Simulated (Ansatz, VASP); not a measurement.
## TlPb2 in VASP and in Ansatz

```
CELL_PARAMETERS angstrom
0.00000 4.68505 4.68505
4.68505 0.00000 4.68505
4.68505 4.68505 0.00000
ATOMIC_POSITIONS crystal
Tl 0.50000 0.50000 0.50000
Tl 0.75000 0.75000 0.75000
Pb 0.12500 0.12500 0.12500
Pb 0.62500 0.12500 0.12500
Pb 0.12500 0.62500 0.12500
Pb 0.12500 0.12500 0.62500
```

Change from the starting cell: species swapped into the HfV2 type (Fd-3m, No. 227).

Alike in both runs: functional PBE; k mesh 8 × 8 × 8; occupations gaussian, width 0.1 eV; no spin polarisation.

Ansatz relaxed the structure, and its values are those at the end. VASP's run is a single point on that final structure, the one shown.

|  | VASP | Ansatz |
| --- | --- | --- |
| version | VASP 6.6.1 | Ansatz 0.2.0 |
| potentials or method | VASP PAW PBE potentials, release 64 (Tl_d, Pb_d), cutoff 520 eV | scalar-relativistic, plane waves, PAW |
| valence electrons in the cell | 82 | 82 |

```tsv
	VASP	Ansatz	Ansatz less VASP
gap on the k mesh at the Fermi level (eV)	none	none	-
pressure (GPa)	0.0	0.0	+0.06
```

A gap of «none» marks a metal or a gap that the smearing closes. The functional is the same, so the differences come from potentials, cutoffs and numerics.

Spin-orbit coupling is off throughout.
